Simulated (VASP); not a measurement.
Set up this calculation in VASP 6.6.1, as the native input.

```yaml
Task: relaxation of cell and atoms
Functional: PBE
Potentials_or_basis: VASP PAW PBE potentials, release 64 (Zn, Sn_d, N)
Cutoff: 600 eV
k_mesh: 6 × 6 × 2
Occupations: gaussian, width 0.1 eV
Spin: no spin polarisation
Dipole_correction: no
Further_INCAR_settings: ALGO = Normal; EDIFF = 1e-06; IBRION = 2; EDIFFG = -0.04; NSW = 90; ISIF = 3
```

The structure of ZnSn2N2 lies in POSCAR:

```
ZnSn2N2
1.0
    2.3532230300     -2.4090329600      0.0000000000
    2.3532230300      2.4090329600      0.0000000000
    0.0000000000      0.0000000000      7.7452531100
Zn Sn N
1 2 2
Direct
    0.5000000000      0.5000000000      0.0000000000
    0.0000000000      0.0000000000      0.5000000000
    0.5000000000      0.5000000000      0.5000000000
    0.8479291700      0.1520708300      0.0000000000
    0.1520708300      0.8479291700      0.0000000000
```

The cell was generated, and may not be a known phase.

The input as run:

INCAR

```
PREC = Accurate
ENCUT = 600
EDIFF = 1E-6
ISMEAR = 0
SIGMA = 0.1
LREAL = False
LASPH = True
NELM = 100
ALGO = Normal
ISIF = 3
LWAVE = False
LCHARG = False
GGA = PE
IBRION = 2
NSW = 90
EDIFFG = -0.04
```

KPOINTS

```
Automatic mesh
0
Gamma
  6 6 2
```

Potentials or basis: VASP PAW PBE potentials, release 64 (Zn, Sn_d, N).

Command:

```sh
$ cat potpaw_PBE.64/Zn/POTCAR potpaw_PBE.64/Sn_d/POTCAR potpaw_PBE.64/N/POTCAR > POTCAR
$ mpirun -np 1 vasp_std > vasp.out
```

It gave:

```yaml
Relaxed_volume: 23.53 Å³/atom
Relaxed_cell: a = 4.442 Å, b = 4.442 Å, c = 5.970 Å, α = 90.00°, β = 90.00°, γ = 92.38°
Space_group_after_relaxing_to_0.1_Å: Cmmm (No. 65)
Pressure_after_relaxing: 0.0 GPa
Largest_force_after_relaxing: 0.019 eV/Å
Band_gap_on_the_k_mesh: zero (bands 25 and 26 overlap by 1.15 eV)
```

Caveat: the k points lie up to 0.53 Å⁻¹ apart in the final cell, too coarse for converged energies and pressures of a metal; the volume moved by over 15 % at a fixed basis, so the end points are rough; spin-orbit coupling is left out, which moves the levels of the heavy elements.

It took 49 min on 1 thread of Intel Xeon 8259CL, on a shared host, peak memory 0.29 GiB.
